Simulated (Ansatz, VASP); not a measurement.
## One calculation of Sb, two programs

```
CELL_PARAMETERS angstrom
3.36900 0.00000 0.00000
-1.68450 2.91764 0.00000
0.00000 0.00000 5.33000
ATOMIC_POSITIONS crystal
Sb 0.30365 0.66667 0.25000
Sb 0.66667 0.33333 0.75000
```

Alike in both runs: task single point; functional PBEsol; k mesh 18 × 18 × 10; occupations gaussian, width 0.15 eV; no spin polarisation.

|  | VASP | Ansatz |
| --- | --- | --- |
| version | VASP 6.6.1 | Ansatz 0.2.0 |
| potentials or method | VASP PAW PBE potentials, release 64 (Sb), cutoff 520 eV | scalar-relativistic, plane waves, PAW |
| valence electrons in the cell | 10 | 30 |

VASP gave:

| Item | Value |
| --- | --- |
| gap on the k mesh at the Fermi level (eV) | none |
| pressure (GPa) | -0.1 |
| traceless stress, the component that is largest in VASP (GPa) | 1.14 |
| rms of the force components (eV/Å) | 0.014 |

Q: What did Ansatz give for the same quantities?

A: gap on the k mesh at the Fermi level (eV): none; pressure (GPa): -0.1; traceless stress, the component that is largest in VASP (GPa): 1.13; rms of the force components (eV/Å): 0.015.

VASP's potentials were made for PBE, not for PBEsol. Atom by atom the forces differ by 0.001 eV/Å (rms over components). A gap of «none» marks a metal or a gap that the smearing closes. VASP's potentials hold 10 valence electrons a cell and Ansatz's 30, so a difference there can come from the potentials and not from the codes.

Spin-orbit coupling is off throughout.
